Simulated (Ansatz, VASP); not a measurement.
## Two plane-wave programs on GaP

```xyz
2
Lattice="0.0000 2.7258 2.7258 2.7258 0.0000 2.7258 2.7258 2.7258 0.0000" Properties=species:S:1:pos:R:3 pbc="T T T"
Ga    0.0000    0.0000    0.0000
P     4.0887    4.0887    4.0887
```

Alike in both runs: task single point; functional LDA; k mesh 6 × 6 × 6; occupations gaussian, width 0.1 eV; no spin polarisation.

|  | VASP | Ansatz |
| --- | --- | --- |
| version | VASP 6.6.1 | Ansatz 0.2.0 |
| potentials or method | VASP PAW LDA potentials, release 64 (Ga_d, P), cutoff 520 eV | scalar-relativistic, plane waves, PAW |
| valence electrons in the cell | 18 | 18 |

|  | VASP | Ansatz | Ansatz less VASP |
| --- | --- | --- | --- |
| gap on the k mesh at the Fermi level (eV) | 1.49 | 1.49 | +0.001 |
| least direct gap on the mesh (eV) | 1.63 | 1.60 | -0.029 |
| pressure (GPa) | -2.7 | -2.8 | -0.11 |

Ansatz warns that its potentials were made for another functional, while VASP's fit it. LDA's correlation is that of Perdew and Zunger in VASP and of Perdew and Wang (1992) in Ansatz.
